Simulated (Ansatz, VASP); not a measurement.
## One calculation of Al, two programs

```
Al
1.0
     4.35082    0.00000    0.00000
     0.00000    0.00000    4.53939
     0.00000   -8.10021    0.00000
Al
8
Direct
  0.50000 0.43589 0.15491
  0.00000 0.43589 0.65491
  0.50000 0.93589 0.34509
  0.00000 0.93589 0.84509
  0.50000 0.56411 0.84509
  0.00000 0.56411 0.34509
  0.50000 0.06411 0.65491
  0.00000 0.06411 0.15491
```

Alike in both runs: functional PBEsol; k mesh 8 × 8 × 6; occupations gaussian, width 0.1 eV; no spin polarisation.

Ansatz relaxed the structure, and its values are those at the end. VASP's run is a single point on that final structure, the one shown.

|  | VASP | Ansatz |
| --- | --- | --- |
| version | VASP 6.6.1 | Ansatz 0.2.0 |
| potentials or method | VASP PAW PBE potentials, release 64 (Al), cutoff 520 eV | scalar-relativistic, plane waves, PAW |
| valence electrons in the cell | 24 | 24 |

```csv
,VASP,Ansatz,Ansatz less VASP
gap on the k mesh at the Fermi level (eV),none,none,-
pressure (GPa),0.1,0.0,-0.07
rms of the force components (eV/Å),0.003,0.003,-0.0001
```

VASP's potentials were made for PBE, not for PBEsol. A gap of «none» marks a metal or a gap that the smearing closes.
